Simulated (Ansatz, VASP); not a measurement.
**Pd: VASP beside Ansatz**

```
CELL_PARAMETERS angstrom
0.00000 1.94490 1.94490
1.94490 0.00000 1.94490
1.94490 1.94490 0.00000
ATOMIC_POSITIONS crystal
Pd 0.00000 0.00000 0.00000
```

Alike in both runs: task electric field gradients; functional PBE; k mesh 18 × 18 × 18; occupations fermi-dirac, width 0.05 eV; no spin polarisation.

|  | VASP | Ansatz |
| --- | --- | --- |
| version | VASP 6.6.1 | Ansatz 0.2.0 |
| potentials or method | VASP PAW PBE potentials, release 64 (Pd), cutoff 520 eV | all-electron PAW with datasets made for the crystal, scalar-relativistic |

Ansatz gave:

| Quantity | Value |
| --- | --- |
| pressure (GPa) | 7.5 |

Task: Estimate VASP's values.

Result: Pressure (GPa): 7.3.

Ansatz ran all-electron here, and VASP with PAW potentials. Ansatz's warnings: band levels unverified.
